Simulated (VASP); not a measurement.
A run of VASP 6.6.1 is set up as follows.

INCAR

```
PREC = Accurate
ENCUT = 500
EDIFF = 1E-6
ISMEAR = 0
SIGMA = 0.1
LREAL = False
LASPH = True
NELM = 120
ALGO = Normal
ISIF = 2
LWAVE = False
LCHARG = True
GGA = PE
LELF = True
LVHAR = True
NBANDS = 21
GGA_COMPAT = False
```

Contents of KPOINTS:

```
Automatic mesh
0
Gamma
  12 12 12
```

POSCAR

```
Ge
1.0
    0.0000000000      2.8807770253      2.8807770253
    2.8807770253      0.0000000000      2.8807770253
    2.8807770253      2.8807770253      0.0000000000
Ge
2
Direct
    0.0000000000      0.0000000000      0.0000000000
    0.2500000000      0.2500000000      0.2500000000
```

Potentials or basis: VASP PAW PBE potentials, release 64 (Ge_d).

Launch:

```sh
$ cat potpaw_PBE.64/Ge_d/POTCAR > POTCAR
$ mpirun -np 1 vasp_std > vasp.out
```

**Question.** Estimate the pressure.

**Answer.** -0.1 GPa.

**Question.** What does it give for the band gap on the k mesh?

**Answer.** Zero (filled and empty bands touch).

Caveat: semilocal functionals underestimate gaps, and a narrow one can read as zero.
